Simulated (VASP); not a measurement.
# SrFeO4 (P-6m2) in VASP: notebook, part 2 of 2

VASP 6.6.1.

## (3) Single point, PBE, collinear spin, ferromagnetic start

This run uses another cell than the first one, of 12.71 Å³/atom, 1.084 times its volume.

INCAR reads:

```
SYSTEM = SrFeO4
PREC = Accurate
ENCUT = 520
EDIFF = 1E-6
ISMEAR = 0
SIGMA = 0.1
LREAL = .FALSE.
LASPH = .TRUE.
NELM = 150
ALGO = Normal
ISIF = 2
LWAVE = .FALSE.
LCHARG = .TRUE.
ISPIN = 2
MAGMOM = 0 4 0 0 0 0
LORBIT = 11
LMAXMIX = 4
GGA = PE
LELF = .TRUE.
LVHAR = .TRUE.
NBANDS = 34
```

KPOINTS reads:

```
regular mesh
0
G
  6 6 4
  0 0 0
```

POSCAR reads:

```
SrFeO4
1.0
    4.7532876000      0.0000000000      0.0000000000
   -2.3766438000      4.1164678200      0.0000000000
    0.0000000000      0.0000000000      3.8979764000
Sr Fe O
1 1 4
Direct
    0.0000000000      0.0000000000      0.0000000000
    0.3333333300      0.6666666700      0.0000000000
    0.6666666700      0.3333333300      0.0000000000
    0.4989508400      0.9979016800      0.5000000000
    0.0020983200      0.5010491600      0.5000000000
    0.4989508400      0.5010491600      0.5000000000
```

Potentials or basis: VASP PAW PBE potentials, release 64 (Sr_sv, Fe, O).

Started as:

```sh
$ cat potpaw_PBE.64/Sr_sv/POTCAR potpaw_PBE.64/Fe/POTCAR potpaw_PBE.64/O/POTCAR > POTCAR
$ mpirun -np 1 vasp_std > vasp.out
```

OUTCAR:

```text
SYSTEM = SrFeO4
   PREC = Accurate
   ENCUT = 520
   EDIFF = 1E-6
   ISMEAR = 0
   LREAL = .FALSE.
   LASPH = .TRUE.
   NELM = 150
   ISIF = 2
   ISPIN = 2
   LORBIT = 11
   GGA = PE

 ion  position               nearest neighbor table
   1  0.000  0.000  0.000-   2 2.74   3 2.74   3 2.74   2 2.74   3 2.74   2 2.74   4 3.07   4 3.07
                             4 3.07   4 3.07   5 3.07   6 3.07   5 3.07   6 3.07   6 3.07   6 3.07
   2  0.333  0.667  0.000-   5 2.38   5 2.38   4 2.38   4 2.38   6 2.38   6 2.38   1 2.74   1 2.74
                             1 2.74
   3  0.667  0.333  0.000-   1 2.74   1 2.74   1 2.74
   4  0.499  0.998  0.500-   2 2.38   2 2.38   1 3.07   1 3.07   1 3.07   1 3.07
   5  0.002  0.501  0.500-   2 2.38   2 2.38   1 3.07   1 3.07   1 3.07   1 3.07
[... 1751 lines left out ...]
      0.00000      0.00000      0.00000        -0.000000      0.000000     -0.000000
     -0.00000      2.74431      0.00000        -0.000000      0.000000     -0.000000
      2.37664      1.37216      0.00000        -0.000000      0.000000     -0.000000
      0.00000      4.10783      1.94899        -0.000000     -1.431871      0.000000
     -1.18084      2.06255      1.94899         1.240036      0.715935     -0.000000
      1.18084      2.06255      1.94899        -1.240036      0.715935     -0.000000
 -----------------------------------------------------------------------------------
    total drift:                               -0.000027      0.000015      0.000000

  FREE ENERGIE OF THE ION-ELECTRON SYSTEM (eV)
  ---------------------------------------------------
  free  energy   TOTEN  =       -28.8402778231 eV

  energy  without entropy=      -28.8072705480  energy(sigma->0) =      -28.82377419

 total charge

# of ion       s       p       d       tot
------------------------------------------
    1        2.005   5.766   0.223   7.993
    2        0.269   0.235   6.059   6.564
    3        1.612   3.136   0.000   4.748
    4        1.617   3.110   0.000   4.727
    5        1.617   3.110   0.000   4.727
    6        1.617   3.110   0.000   4.727
--------------------------------------------------
tot          8.737  18.466   6.282  33.485

 magnetization (x)

# of ion       s       p       d       tot
------------------------------------------
    1       -0.001   0.008   0.002   0.010
    2        0.031   0.012   3.303   3.346
    3       -0.004  -0.312   0.000  -0.316
    4        0.003   0.175   0.000   0.178
    5        0.003   0.175   0.000   0.178
    6        0.003   0.175   0.000   0.178
--------------------------------------------------
tot          0.036   0.234   3.305   3.574
```

Run time: 3.9 min. Hardware: 1 thread of Intel Xeon 6975P-C, shared host; peak memory 0.28 GiB.

Results:

```
Free energy                                           : -28.8403 eV
Pressure                                              : -8.7 GPa
Largest force                                         : 1.432 eV/Å
Net moment                                            : 3.67 μB per cell
Site moments                                          : Sr +0.01; Fe +3.35; O -0.32, +0.18 μB
Valence electrons inside the program's atomic spheres : Sr 7.99; Fe 6.56; O 4.75, 4.73
```

Forces on the atoms (eV/Å):
```
Sr   0.000  0.000  0.000
Fe   0.000  0.000  0.000
O    0.000  0.000  0.000
O    0.000 -1.432  0.000
O    1.240  0.716  0.000
O   -1.240  0.716  0.000
```

Stress tensor (GPa, compression positive):
```
 -1.35   0.00   0.00
  0.00  -1.35   0.00
  0.00   0.00 -23.27
```

Levels at points of the mesh, in eV from the Fermi level:
Spin up:
| k point | band 20 | band 21 | band 22 | band 23 | band 24 | band 25 | band 26 | band 27 |
| --- | --- | --- | --- | --- | --- | --- | --- | --- |
| (0.00, 0.00, 0.00) | -0.70 | -0.70 | -0.20 | 0.69 | 0.69 | 0.91 | 1.99 | 3.51 |
| (0.50, 0.00, 0.00) | -1.58 | -1.53 | -1.10 | -0.68 | 0.56 | 1.47 | 3.26 | 4.60 |
| (0.00, 0.00, 0.50) | -0.22 | -0.22 | -0.18 | 0.60 | 0.72 | 0.72 | 3.77 | 5.69 |
| (0.50, 0.00, 0.50) | -1.78 | -1.35 | -0.55 | -0.32 | 0.60 | 1.12 | 4.16 | 5.38 |
Spin down:
```
           k point  band 15  band 16  band 17  band 18  band 19  band 20  band 21  band 22  band 23  band 24
(0.00, 0.00, 0.00)    -1.99    -1.99    -0.59    -0.01     0.16     0.16     0.49     0.90     0.90     1.34
(0.50, 0.00, 0.00)    -2.39    -1.80    -1.57    -0.84    -0.76    -0.04     0.15     0.77     0.88     1.43
(0.00, 0.00, 0.50)    -1.29     0.02     0.02     0.10     0.18     0.18     0.31     0.31     0.52     1.12
(0.50, 0.00, 0.50)    -2.12    -1.37    -1.11    -0.70    -0.09    -0.07     0.15     0.34     0.77     0.97
```

Caveat: the k points lie up to 0.40 Å⁻¹ apart; a cell with one magnetic atom can't hold antiferromagnetic order, which such compounds often take; semilocal functionals often make such compounds metallic where correlation or magnetic order opens a gap, which also shifts bond lengths; forces of over 1 eV/Å act on the atoms, so gaps and moduli don't describe the material at rest. With open d or f shells a metallic result of PBE can be an artefact of self-interaction; +U or a hybrid may open a gap.

## (4) Single point, PBE, collinear spin

This run uses another cell than the first one, of 11.82 Å³/atom, 1.008 times its volume.

INCAR reads:

```
ALGO = Normal
EDIFF = 1E-6
ENCUT = 520
GGA = PE
ISIF = 2
ISMEAR = 0
ISPIN = 2
LASPH = True
LCHARG = False
LMAXMIX = 4
LORBIT = 11
LREAL = False
LWAVE = False
MAGMOM = 0 2.68 -1.36 0 0 0
NBANDS = 34
NELM = 150
PREC = Accurate
SIGMA = 0.1
```

KPOINTS reads:

```
k-points
0
Gamma
  6 6 6
```

POSCAR reads:

```
SrFeO4
1.0
    5.3322909917      0.0000000000      0.0000000000
   -2.6661454959      4.6178994592      0.0000000000
    0.0000000000      0.0000000000      2.8808974872
Sr Fe O
1 1 4
Direct
    0.0000000000      0.0000000000      0.0000000000
    0.3333333333      0.6666666667      0.0000000000
    0.6666666667      0.3333333333      0.0000000000
    0.4810731018      0.9621462036      0.5000000000
    0.0378537964      0.5189268982      0.5000000000
    0.4810731018      0.5189268982      0.5000000000
```

Started as:

```sh
$ cat potpaw_PBE.64/Sr_sv/POTCAR potpaw_PBE.64/Fe/POTCAR potpaw_PBE.64/O/POTCAR > POTCAR
$ mpirun -np 1 vasp_std > vasp.out
```

It took 3.5 min on 1 thread of Intel Xeon 6975P-C, shared host; peak memory 0.29 GiB.

Results (log left out):

- Free energy: -32.4528 eV
- Pressure: 0.4 GPa
- Largest force: 0.112 eV/Å
- Net moment: 1.63 μB per cell
- Site moments: Sr +0.03; Fe +2.79; O -1.13, -0.01 μB
- Valence electrons inside the program's atomic spheres: Sr 7.97; Fe 7.10; O 4.67, 4.87

Forces in eV/Å, atoms in the order of the input:
```
Sr   0.000  0.000  0.000
Fe   0.000  0.000  0.000
O    0.000  0.000  0.000
O    0.000  0.112  0.000
O   -0.097 -0.056  0.000
O    0.097 -0.056  0.000
```

Stress tensor (GPa, compression positive):
```
0.19 0.00 0.00
0.00 0.19 0.00
0.00 0.00 0.83
```

Levels at points of the mesh, in eV from the Fermi level:
Spin up:
```tsv
k point	band 19	band 20	band 21	band 22	band 23	band 24	band 25	band 26
(0.00, 0.00, 0.00)	-1.29	-1.29	0.24	0.42	0.42	0.52	0.52	1.04
(0.50, 0.00, 0.00)	-1.64	-1.42	-0.51	-0.10	0.42	0.90	0.97	1.71
(0.00, 0.00, 0.50)	-2.66	-1.30	0.17	0.17	0.56	0.56	0.79	3.42
(0.50, 0.00, 0.50)	-2.44	-1.72	-1.05	-0.18	0.13	0.62	1.77	2.26
```
Spin down:
```tsv
k point	band 16	band 17	band 18	band 19	band 20	band 21	band 22	band 23	band 24	band 25
(0.00, 0.00, 0.00)	-3.05	-1.48	-1.19	-0.68	-0.68	-0.27	0.35	0.78	0.78	1.85
(0.50, 0.00, 0.00)	-2.66	-1.90	-1.78	-1.49	-0.60	-0.05	0.16	0.97	1.20	1.86
(0.00, 0.00, 0.50)	-2.05	-1.61	-1.61	-1.20	-1.17	0.16	0.16	0.24	1.96	1.96
(0.50, 0.00, 0.50)	-2.57	-2.01	-1.71	-1.48	-0.90	0.03	0.18	0.26	1.77	2.10
```

Caveat: the k points lie up to 0.36 Å⁻¹ apart; a cell with one magnetic atom can't hold antiferromagnetic order, which such compounds often take; semilocal functionals often make such compounds metallic where correlation or magnetic order opens a gap, which also shifts bond lengths.

## (5) Relaxation of cell and atoms, PBE, collinear spin, ferromagnetic start

This run uses another cell than the first one, of 12.71 Å³/atom, 1.084 times its volume.

INCAR reads:

```
PREC     = Accurate       # precision mode
ENCUT    = 600            # plane-wave cutoff, eV
EDIFF    = 1E-6           # SCF threshold, eV
ISMEAR   = 0              # smearing method
SIGMA    = 0.1            # smearing width, eV
LREAL    = F              # projectors in reciprocal space
LASPH    = T              # aspherical terms in the spheres
NELM     = 150            # most SCF steps
ALGO     = Normal         # electronic algorithm
ISIF     = 3              # what is computed and relaxed
LWAVE    = F              # write WAVECAR
LCHARG   = F              # write CHGCAR
ISPIN    = 2              # spin polarisation
MAGMOM   = 0 4 0 0 0 0    # initial moments
LORBIT   = 11             # projections on sites
LMAXMIX  = 4              # l up to which the mixer works
GGA      = PE             # functional
IBRION   = 2              # ionic algorithm
NSW      = 90             # ionic steps
EDIFFG   = -0.04          # ionic threshold
```

KPOINTS reads:

```
regular mesh
0
Gamma
  6 6 4
```

POSCAR reads:

```
SrFeO4
1.0
    4.7532876000      0.0000000000      0.0000000000
   -2.3766438000      4.1164678200      0.0000000000
    0.0000000000      0.0000000000      3.8979764000
Sr Fe O
1 1 4
Direct
    0.0000000000      0.0000000000      0.0000000000
    0.3333333300      0.6666666700      0.0000000000
    0.6666666700      0.3333333300      0.0000000000
    0.4989508400      0.9979016800      0.5000000000
    0.0020983200      0.5010491600      0.5000000000
    0.4989508400      0.5010491600      0.5000000000
```

Potentials or basis: VASP PAW PBE potentials, release 64 (Sr_sv, Fe, O).

Started as:

```sh
$ cat potpaw_PBE.64/Sr_sv/POTCAR potpaw_PBE.64/Fe/POTCAR potpaw_PBE.64/O/POTCAR > POTCAR
$ mpirun -np 1 vasp_std > vasp.out
```

OUTCAR:

```text
PREC = Accurate
   ENCUT = 600
   EDIFF = 1E-6
   ISMEAR = 0
   LREAL = F
   LASPH = T
   NELM = 150
   ISIF = 3
   ISPIN = 2
   LORBIT = 11
   GGA = PE
   IBRION = 2
   NSW = 90
   EDIFFG = -0.04

 ion  position               nearest neighbor table
   1  0.000  0.000  0.000-   2 2.74   3 2.74   3 2.74   2 2.74   3 2.74   2 2.74   4 3.07   4 3.07
                             4 3.07   4 3.07   5 3.07   6 3.07   5 3.07   6 3.07   6 3.07   6 3.07
   2  0.333  0.667  0.000-   5 2.38   5 2.38   4 2.38   4 2.38   6 2.38   6 2.38   1 2.74   1 2.74
                             1 2.74
   3  0.667  0.333  0.000-   1 2.74   1 2.74   1 2.74
   4  0.499  0.998  0.500-   2 2.38   2 2.38   1 3.07   1 3.07   1 3.07   1 3.07
   5  0.002  0.501  0.500-   2 2.38   2 2.38   1 3.07   1 3.07   1 3.07   1 3.07
   6  0.499  0.501  0.500-   2 2.38   2 2.38   1 3.07   1 3.07   1 3.07   1 3.07

  LATTYP: Found a hexagonal cell.
 ALAT       =     4.7532876000
 C/A-ratio  =     0.8200590261

  Lattice vectors:

 A1 = (   4.7532876000,   0.0000000000,   0.0000000000)
 A2 = (  -2.3766438000,   4.1164678200,   0.0000000000)
 A3 = (   0.0000000000,   0.0000000000,   3.8979764000)

Analysis of symmetry for initial positions (statically):
=====================================================================
 Subroutine PRICEL returns:
 Original cell was already a primitive cell.

 Routine SETGRP: Setting up the symmetry group for a
 hexagonal supercell.

 Subroutine GETGRP returns: Found 12 space group operations
 (whereof 12 operations were pure point group operations)
 out of a pool of 24 trial point group operations.

[... 388 lines left out ...]
  ext. energy  EPLUGINS =         0.00000000
  ---------------------------------------------------
  free energy    TOTEN  =       -32.46400630 eV

  energy without entropy =      -32.45005793  energy(sigma->0) =      -32.45703211

 E-fermi :   4.0063     XC(G=0): -11.0439

 val. band max:        4.0025197627   @ k =   0.3333  -0.0000   0.5000
 cond. band min:       4.0167818569   @ k =   0.5000  -0.0000   0.5000
 fundamental gap:      0.0142620942
 Fermi energy:         4.0063253464

 spin component 1

 k-point     1 :       0.0000    0.0000    0.0000
  band No.  band energies     occupation
      1     -32.5744      1.00000
      2     -15.6114      1.00000
      3     -14.3848      1.00000
      4     -14.3848      1.00000
      5     -13.5854      1.00000
      6     -13.5854      1.00000
[... 619 lines left out ...]
     26       6.2715      0.00000
     27       6.7248      0.00000
 Fermi energy:         4.0063253464

 spin component 2

 k-point     1 :       0.0000    0.0000    0.0000
  band No.  band energies     occupation
      1     -32.5584      1.00000
      2     -15.9347      1.00000
      3     -14.3660      1.00000
      4     -14.3660      1.00000
      5     -13.6425      1.00000
      6     -13.6425      1.00000
[... 652 lines left out ...]
  FREE ENERGIE OF THE ION-ELECTRON SYSTEM (eV)
  ---------------------------------------------------
  free  energy   TOTEN  =       -32.4640063021 eV

  energy  without entropy=      -32.4500579252  energy(sigma->0) =      -32.45703211

 reached required accuracy - stopping structural energy minimisation

 total charge

# of ion       s       p       d       tot
------------------------------------------
    1        1.996   5.765   0.210   7.972
    2        0.426   0.583   6.117   7.126
    3        1.635   3.033   0.000   4.668
    4        1.601   3.270   0.000   4.871
    5        1.601   3.270   0.000   4.871
    6        1.601   3.270   0.000   4.871
--------------------------------------------------
tot          8.859  19.193   6.327  34.379

 magnetization (x)

# of ion       s       p       d       tot
------------------------------------------
    1        0.003   0.003   0.016   0.022
    2        0.011   0.029   2.562   2.602
    3       -0.011  -1.100   0.000  -1.111
    4       -0.002  -0.042   0.000  -0.044
    5       -0.002  -0.042   0.000  -0.044
    6       -0.002  -0.042   0.000  -0.044
--------------------------------------------------
tot         -0.002  -1.194   2.578   1.382
```

OSZICAR:

```text
N       E                     dE             d eps       ncg     rms          rms(c)
DAV:   1     0.424438864772E+03    0.42444E+03   -0.22861E+04  2268   0.180E+03
DAV:   2     0.180936550314E+02   -0.40635E+03   -0.38527E+03  2494   0.419E+02
DAV:   3    -0.404231801262E+02   -0.58517E+02   -0.52704E+02  2983   0.155E+02
DAV:   4    -0.437321688108E+02   -0.33090E+01   -0.32585E+01  3314   0.370E+01
[... 299 lines left out ...]
DAV:   3    -0.324643745954E+02    0.30892E-02   -0.19708E-02  3171   0.147E+00    0.262E-01
DAV:   4    -0.324641222724E+02    0.25232E-03   -0.17122E-03  3183   0.543E-01    0.112E-01
DAV:   5    -0.324640033198E+02    0.11895E-03   -0.41837E-04  2984   0.244E-01    0.364E-02
DAV:   6    -0.324640057266E+02   -0.24068E-05   -0.41862E-05  3314   0.498E-02    0.188E-02
DAV:   7    -0.324640063021E+02   -0.57556E-06   -0.35096E-06  2056   0.196E-02
  19 F= -.32464006E+02 E0= -.32457032E+02  d E =-.150315E-02  mag=     1.3330
```

CONTCAR:

```text
SrFeO4
   1.00000000000000
     5.3124653208198573   -0.0000000000000000    0.0000000000000000
    -2.6562326604099287    4.6007299339680978   -0.0000000000000000
     0.0000000000000000   -0.0000000000000000    2.8819613325273878
  Sr              Fe              O
     1     1     4
Direct
     0.0000000000000000    0.0000000000000000    0.0000000000000000
     0.3333333300000021    0.6666666699999979    0.0000000000000000
     0.6666666699999979    0.3333333300000021    0.0000000000000000
     0.4811817852004576    0.9623635704009151    0.5000000000000000
     0.0376364296002400    0.5188182147995425    0.5000000000000000
     0.4811817851993024    0.5188182147995425    0.5000000000000000

  0.00000000E+00  0.00000000E+00  0.00000000E+00
  0.00000000E+00  0.00000000E+00  0.00000000E+00
  0.00000000E+00  0.00000000E+00  0.00000000E+00
  0.00000000E+00  0.00000000E+00  0.00000000E+00
  0.00000000E+00  0.00000000E+00  0.00000000E+00
  0.00000000E+00  0.00000000E+00  0.00000000E+00
```

It took 40 min on 1 thread of Intel Xeon 6975P-C, shared host; peak memory 0.33 GiB.

What came out:

* Free energy: -32.4640 eV
* Relaxed volume: 11.74 Å³/atom
* Relaxed cell: a = 5.312 Å, b = 5.312 Å, c = 2.882 Å, α = 90.00°, β = 90.00°, γ = 120.00°
* Space group after relaxing (to 0.05 Å): P-6m2 (No. 187)
* Energy gained by relaxing: 603.4 meV/atom
* Ionic steps: 19
* Pressure after relaxing: 0.1 GPa
* Largest force after relaxing: 0.029 eV/Å
* Net moment: 1.33 μB per cell
* Site moments: Sr +0.02; Fe +2.60; O -1.11, -0.04 μB
* Valence electrons inside the program's atomic spheres: Sr 7.97; Fe 7.13; O 4.67, 4.87

Forces in eV/Å, atoms in the order of the input:
```
Sr   0.000  0.000  0.000
Fe   0.000  0.000  0.000
O    0.000  0.000  0.000
O    0.000  0.029  0.000
O   -0.025 -0.014  0.000
O    0.025 -0.014  0.000
```

Stress tensor (GPa, compression positive):
```
0.22 0.00 0.00
0.00 0.22 0.00
0.00 0.00 0.01
```

Step by step:
| step | energy change (eV) | largest force (eV/Å) | pressure (GPa) | volume (Å³) |
| --- | --- | --- | --- | --- |
| 1 | 0.0000 | 1.4324 | -8.78 | 76.27 |
| 2 | -1.2332 | 0.5164 | -0.13 | 68.66 |
| 3 | 5.8416 | 13.4389 | 156.77 | 46.76 |
| 4 | -1.5731 | 0.3884 | 2.28 | 66.30 |
| 5 | -1.6891 | 3.1138 | 36.19 | 56.39 |
| 6 | -1.9990 | 0.3372 | 10.09 | 62.31 |
| 7 | -2.0724 | 1.2732 | 18.61 | 59.83 |
| 8 | -2.4168 | 1.9546 | 22.92 | 59.26 |
| 9 | -2.4624 | 2.4189 | 27.01 | 58.79 |
| 10 | -3.1791 | 0.9555 | 15.76 | 62.36 |
| 11 | -3.4797 | 0.2063 | 8.14 | 65.39 |
| 12 | -3.5057 | 1.0549 | -2.69 | 71.64 |
| 13 | -3.5862 | 0.5180 | 1.78 | 68.75 |
| 14 | -3.5862 | 0.4750 | 2.17 | 68.55 |
| 15 | -3.6025 | 0.3499 | 1.40 | 69.10 |
| 16 | -3.6185 | 0.0072 | -0.51 | 70.78 |
| 17 | -3.6191 | 0.0470 | -0.19 | 70.52 |
| 18 | -3.6202 | 0.0133 | -0.07 | 70.48 |
| 19 | -3.6206 | 0.0289 | 0.15 | 70.44 |

Final structure:
```xyz
6
Lattice="5.3125 0.0000 0.0000 -2.6562 4.6007 0.0000 0.0000 0.0000 2.8820" Properties=species:S:1:pos:R:3 pbc="T T T"
Sr    0.0000    0.0000    0.0000
Fe    0.0000    3.0672    0.0000
O     2.6562    1.5336    0.0000
O     0.0000    4.4276    1.4410
O    -1.1782    2.3869    1.4410
O     1.1782    2.3869    1.4410
```

Caveat: the k points lie up to 0.55 Å⁻¹ apart in the final cell; a cell with one magnetic atom can't hold antiferromagnetic order, which such compounds often take; semilocal functionals often make such compounds metallic where correlation or magnetic order opens a gap, which also shifts bond lengths. With open d or f shells a metallic result of PBE can be an artefact of self-interaction; +U or a hybrid may open a gap.

## (6) The runs side by side

```tsv
task	spin	cell	k mesh	cutoff (eV)	gap on the mesh (eV)	pressure (GPa)	moment (μB)	largest force (eV/Å)
single point	collinear, ferromagnetic start	a = 5.320, b = 5.320, c = 2.871 Å, angles 90.0, 90.0, 120.0°, 6 atoms	6 × 6 × 4	520	none	0.7	1.33	0.10
single point	collinear, ferromagnetic start	a = 4.753, b = 4.753, c = 3.898 Å, angles 90.0, 90.0, 120.0°, 6 atoms	6 × 6 × 4	520	none	-8.7	3.67	1.43
single point	collinear	a = 5.332, b = 5.332, c = 2.881 Å, angles 90.0, 90.0, 120.0°, 6 atoms	6 × 6 × 6	520	none	0.4	1.63	0.11
relaxation of cell and atoms	collinear, ferromagnetic start	relaxed from a = 4.753, b = 4.753, c = 3.898 Å, angles 90.0, 90.0, 120.0°, 6 atoms	6 × 6 × 4	600	none	0.1	1.33	0.03
```

Alike in all rows: level PBE; potentials or basis VASP PAW PBE potentials, release 64 (Sr_sv, Fe, O); smearing gaussian 0.1 eV.

Caveats: all runs use coarse meshes; a cell with one magnetic atom can't hold antiferromagnetic order, which such compounds often take; semilocal functionals often make such compounds metallic where correlation or magnetic order opens a gap, which also shifts bond lengths; forces of over 1 eV/Å act on the atoms, so gaps and moduli don't describe the material at rest (some runs).

Absolute energies hang on the potentials; compare differences alone.
